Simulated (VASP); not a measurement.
# BN (R3m) in VASP: dielectric tensor with LDA

Aim: the dielectric tensor of BN with LDA.

Program: VASP 6.6.1. These are calculated values, not measurements. Logs are shortened: lines on timing, memory, paths and dates and some standing lists are left out, and cuts for length are marked.

## (1) The cell of the first run

Symmetry: R3m, No. 160, trigonal system. The conventional cell has a = 2.502 Å, b = 2.502 Å, c = 10.119 Å, α = 90.00°, β = 90.00°, γ = 120.00°. Within 1.9 Å of B (site symmetry 3m) lie 3 N at 1.44 Å. N (site symmetry 3m) has 3 B at 1.44 Å within 1.9 Å.

## (2) Dielectric tensor, LDA

File INCAR:

```
SYSTEM = BN
PREC     = Accurate       ! precision mode
ENCUT    = 520            ! plane-wave cutoff, eV
EDIFF    = 1E-8           ! SCF threshold, eV
ISMEAR   = 0              ! smearing method
SIGMA    = 0.01           ! smearing width, eV
LREAL    = .FALSE.        ! projectors in reciprocal space
LASPH    = .TRUE.         ! aspherical terms in the spheres
NELM     = 60             ! most SCF steps
ALGO     = Normal         ! electronic algorithm
ISIF     = 2              ! what is computed and relaxed
LWAVE    = .FALSE.        ! write WAVECAR
LCHARG   = .FALSE.        ! write CHGCAR
GGA      = CA             ! functional
LEPSILON = .TRUE.         ! dielectric tensor by DFPT
```

File KPOINTS:

```
regular mesh
0
G
  10 10 10
  0 0 0
```

File POSCAR:

```
BN
1.0
    1.2511220000      0.7223350000      3.3729340000
   -1.2511220000      0.7223350000      3.3729340000
    0.0000000000     -1.4446710000      3.3729340000
B N
1 1
Direct
    0.9996710000      0.9996710000      0.9996710000
    0.3327620000      0.3327620000      0.3327620000
```

Potentials or basis: VASP PAW LDA potentials, release 64 (B, N).

On the command line:

```
cat potpaw_LDA.64/B/POTCAR potpaw_LDA.64/N/POTCAR > POTCAR
mpirun -np 1 vasp_std > vasp.out
```

OUTCAR:

```text
SYSTEM = BN
   PREC = Accurate
   ENCUT = 520
   EDIFF = 1E-8
   ISMEAR = 0
   LREAL = .FALSE.
   LASPH = .TRUE.
   NELM = 60
   ISIF = 2
   GGA = CA
   LEPSILON = .TRUE.

 ion  position               nearest neighbor table
   1  1.000  1.000  1.000-   2 1.44   2 1.44   2 1.44
   2  0.333  0.333  0.333-   1 1.44   1 1.44   1 1.44

  LATTYP: Found a trigonal (rhomboedric) cell.
 ALAT       =     3.6692993717
 COS(alpha) =     0.7674785490

  Lattice vectors:

 A1 = (   1.2511220000,   0.7223350000,   3.3729340000)
 A2 = (  -1.2511220000,   0.7223350000,   3.3729340000)
 A3 = (   0.0000000000,  -1.4446710000,   3.3729340000)

Analysis of symmetry for initial positions (statically):
=====================================================================
 Subroutine PRICEL returns:
 Original cell was already a primitive cell.

 Routine SETGRP: Setting up the symmetry group for a
 trigonal (rhombohedral) supercell.

 Subroutine GETGRP returns: Found  6 space group operations
 (whereof  6 operations were pure point group operations)
 out of a pool of 12 trial point group operations.

The static configuration has the point symmetry C_3v.

Analysis of symmetry for dynamics (positions and initial velocities):
=====================================================================
 Subroutine PRICEL returns:
 Original cell was already a primitive cell.

 Routine SETGRP: Setting up the symmetry group for a
 trigonal (rhombohedral) supercell.

 Subroutine GETGRP returns: Found  6 space group operations
 (whereof  6 operations were pure point group operations)
 out of a pool of 12 trial point group operations.

The dynamic configuration has the point symmetry C_3v.

 Subroutine INISYM returns: Found  6 space group operations
 (whereof  6 operations are pure point group operations),
 and found     1 'primitive' translations

----------------------------------------------------------------------------------------

                                     Primitive cell

  volume of cell :      18.2893

  direct lattice vectors                    reciprocal lattice vectors
     1.251122000  0.722335000  3.372934000     0.399641282  0.230733094  0.098825951
    -1.251122000  0.722335000  3.372934000    -0.399641282  0.230733094  0.098825951
     0.000000000 -1.444671000  3.372934000     0.000000000 -0.461466189  0.098825883

  length of vectors
     3.669299372  3.669299372  3.669299397     0.471929533  0.471929533  0.471929654

  position of ions in fractional coordinates (direct lattice)
     0.999671000  0.999671000  0.999671000
     0.332762000  0.332762000  0.332762000

  ion indices of the primitive-cell ions
   primitive index   ion index
                 1           1
                 2           2

----------------------------------------------------------------------------------------

 KPOINTS: regular mesh

Automatic generation of k-mesh.
 Grid dimensions read from file:
 generate k-points for:   10   10   10

 Generating k-lattice:

  Cartesian coordinates                     Fractional coordinates (reciprocal lattice)
     0.039964128  0.023073309  0.009882595     0.100000000 -0.000000000  0.000000000
    -0.039964128  0.023073309  0.009882595    -0.000000000  0.100000000  0.000000000
     0.000000000 -0.046146619  0.009882588    -0.000000000 -0.000000000  0.100000000

  Length of vectors
     0.047192953  0.047192953  0.047192965

[... 75 lines left out ...]
  Fermi-wavevector in a.u.,A,eV,Ry     =   1.242717  2.348395 21.012102  1.544346
  Thomas-Fermi vector in A             =   2.377059
   LORBIT       =      0    0 simple, 1 ext, 2 COOP (PROOUT), +10 PAW based schemes
   GGA     = CA    functional components
   LHFCALC =     F    Hartree Fock is set to
   AEXX    =    0.0000 exact exchange contribution
   IVDW    =     0    specifies the selected vdW correction
   LEPSILON=     T    determine dielectric tensor
   LRPA    =     F    only Hartree local field effects (RPA)
 non-spin polarized calculation
 Gauss-broadening in eV      SIGMA  =   0.01
  energy-cutoff  :      520.00
  volume of cell :       18.29
 maximum number of plane-waves:       517
   NGX = 13   NGY = 13   NGZ = 13

--------------------------------------- Ionic step        1  -------------------------------------------

 number of electron       8.0000000 magnetization

 E-fermi :   2.1089     XC(G=0): -10.4316

 val. band max:        2.0407456289   @ k =  -0.3000   0.3000   0.0000
 cond. band min:       6.0930416868   @ k =   0.5000   0.5000  -0.0000
 fundamental gap:      4.0522960579
 Fermi energy:         2.1089149441

 k-point     1 :       0.0000    0.0000    0.0000
  band No.  band energies     occupation
      1     -15.5633      2.00000
      2      -2.2030      2.00000
      3       0.7049      2.00000
      4       0.7049      2.00000
      5       6.8454      0.00000
      6      13.5663      0.00000
      7      13.5663      0.00000
      8      14.9756      0.00000
[... 243 lines left out ...]
 k-point    24 :       0.4000    0.3000   -0.0000
  band No.  band energies     occupation
      1     -13.1927      2.00000
      2      -5.0355      2.00000
      3      -2.2024      2.00000
      4      -0.1785      2.00000
      5       8.2231      0.00000
      6      12.2185      0.00000
      7      14.1659      0.00000
      8      19.1208      0.00000

 [... further k-points ...]

  FORCE on cell =-STRESS in cart. coord.  units (eV):
  Direction    XX          YY          ZZ          XY          YZ          ZX
  --------------------------------------------------------------------------------------
  -------------------------------------------------------------------------------------
  Total       -0.5901715     -0.5901710     -0.1280003      0.0000000      0.0000000      0.0000000
  in kB      -51.7000776    -51.7000360    -11.2130550      0.0000000      0.0000011      0.0000000
  external PRESSURE =     -38.2043896 kB  Pullay stress =       0.0000000 kB

 VOLUME and BASIS-vectors are now :
 -----------------------------------------------------------------------------
  energy-cutoff  :      520.00
  volume of cell :       18.29
      direct lattice vectors                 reciprocal lattice vectors
     1.251122000  0.722335000  3.372934000     0.399641282  0.230733094  0.098825951
    -1.251122000  0.722335000  3.372934000    -0.399641282  0.230733094  0.098825951
     0.000000000 -1.444671000  3.372934000     0.000000000 -0.461466189  0.098825883

 POSITION                                       TOTAL-FORCE (eV/Angst)
 -----------------------------------------------------------------------------------
      0.00000     -0.00000     10.11547         0.000000      0.000000     -0.002182
      0.00000     -0.00000      3.36715         0.000000     -0.000000      0.002182
 -----------------------------------------------------------------------------------
    total drift:                                0.000000      0.000022     -0.000018

  FREE ENERGIE OF THE ION-ELECTRON SYSTEM (eV)
  ---------------------------------------------------
  free  energy   TOTEN  =       -19.2863553725 eV

  energy  without entropy=      -19.2863553725  energy(sigma->0) =      -19.28635537

 HEAD OF MICROSCOPIC STATIC DIELECTRIC TENSOR (INDEPENDENT PARTICLE, excluding Hartree and local field effects)
 ------------------------------------------------------
           4.963999     0.000000     0.000000
           0.000000     4.963995    -0.000000
           0.000000    -0.000000     3.028837
 ------------------------------------------------------

 Free energy of the ion-electron system (eV)
  ---------------------------------------------------
  ---------------------------------------------------
  free energy    TOTEN  =        -0.20209775 eV

  energy without entropy =       -0.20209775

------------------------ aborting loop because EDIFF is reached ----------------------------------------

--------------------------------------- Ionic step        2  -------------------------------------------

------------------------ aborting loop because EDIFF is reached ----------------------------------------

--------------------------------------- Ionic step        3  -------------------------------------------

 Free energy of the ion-electron system (eV)
  ---------------------------------------------------
  ---------------------------------------------------
  free energy    TOTEN  =        -0.09042938 eV

  energy without entropy =       -0.09042938

------------------------ aborting loop because EDIFF is reached ----------------------------------------

 PIEZOELECTRIC TENSOR FIELD DIRECTION 3  (e Angst)
 -----------------------------------------------------------------------------
     0.03337  0.00000 -0.00000           (  0.00006  0.00000  0.00000)
    -0.00000  0.03337  0.00000           ( -0.00000  0.00006  0.00000)
     0.00000  0.00000 -0.09462           (  0.00000  0.00000 -0.00061)

 PIEZOELECTRIC TENSOR FIELD DIRECTION 3  (C/m^2)
 -----------------------------------------------------------------------------
     0.02923  0.00000 -0.00000
    -0.00000  0.02923  0.00000
     0.00000  0.00000 -0.08289

 MACROSCOPIC STATIC DIELECTRIC TENSOR (including local field effects in DFT)
 ------------------------------------------------------
           4.818661     0.000000    -0.000000
           0.000000     4.818657    -0.000000
           0.000000    -0.000000     2.649407
 ------------------------------------------------------

 PIEZOELECTRIC TENSOR (including local field effects)  for field in x, y, z        (e  Angst)
          XX          YY          ZZ          XY          YZ          ZX
  --------------------------------------------------------------------------------
  x     0.00000     0.00000     0.00000     1.26946     0.00000     0.01899
  y     1.26946    -1.26946     0.00000     0.00000     0.01899     0.00000
  z     0.03337     0.03337    -0.09462     0.00000     0.00000     0.00000

 PIEZOELECTRIC TENSOR (including local field effects)  for field in x, y, z        (C/m^2)
          XX          YY          ZZ          XY          YZ          ZX
  --------------------------------------------------------------------------------
  x     0.00000     0.00000     0.00000     1.11207     0.00000     0.01664
  y     1.11207    -1.11207     0.00000     0.00000     0.01664     0.00000
  z     0.02923     0.02923    -0.08289     0.00000     0.00000     0.00000

 BORN EFFECTIVE CHARGES (including local field effects) (in |e|, cummulative output)
 ---------------------------------------------------------------------------------
 ion    1
    1     2.69872     0.00000     0.00000
    2     0.00000     2.69872    -0.00000
    3     0.00000    -0.00000     0.69084
 ion    2
    1    -2.69872     0.00000     0.00000
    2     0.00000    -2.69872     0.00000
    3     0.00000     0.00000    -0.69084
```

Run time: 4.1 min. Hardware: 1 thread of Intel Xeon Platinum 8488C (Sapphire Rapids), shared host; peak memory 0.3 GiB.

Results:

```
Band gap on the k mesh                  : 4.05 eV, indirect (least direct gap 4.75 eV)
Electronic dielectric tensor (diagonal) : 4.82, 4.82, 2.65
Born charges (mean of the diagonal)     : B +2.03; N -2.03 e
```

Electronic dielectric tensor:
```
4.82 0.00 0.00
0.00 4.82 0.00
0.00 0.00 2.65
```

Born effective charge tensors (e):
atom 1, B
```
2.70 0.00 0.00
0.00 2.70 0.00
0.00 0.00 0.69
```
atom 2, N
```
-2.70  0.00  0.00
 0.00 -2.70  0.00
 0.00  0.00 -0.69
```
